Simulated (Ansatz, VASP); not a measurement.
## Ir in VASP and in Ansatz

```
Ir
1.0
     4.76085    0.00000    0.00000
     0.00000    4.45415    0.00000
     0.00000    0.00000   18.74870
Ir
6
Direct
  0.36949 0.75000 0.43337
  0.63051 0.25000 0.43337
  0.87281 0.75000 0.50000
  0.12719 0.25000 0.50000
  0.36949 0.75000 0.56663
  0.63051 0.25000 0.56663
```

Alike in both runs: functional PBE; k mesh 7 × 8 × 1; occupations fermi-dirac, width 0.08 eV; no spin polarisation.

Ansatz relaxed the structure, and its values are those at the end. VASP's run is a single point on that final structure, the one shown.

|  | VASP | Ansatz |
| --- | --- | --- |
| version | VASP 6.6.1 | Ansatz 0.2.0 |
| potentials or method | VASP PAW PBE potentials, release 64 (Ir), cutoff 520 eV | all-electron LAPW, scalar-relativistic |

```csv
,VASP,Ansatz,Ansatz less VASP
rms of the force components (eV/Å),0.022,0.002,-0.0204
```

Ansatz ran all-electron here, and VASP with PAW potentials.

Spin-orbit coupling is off throughout.
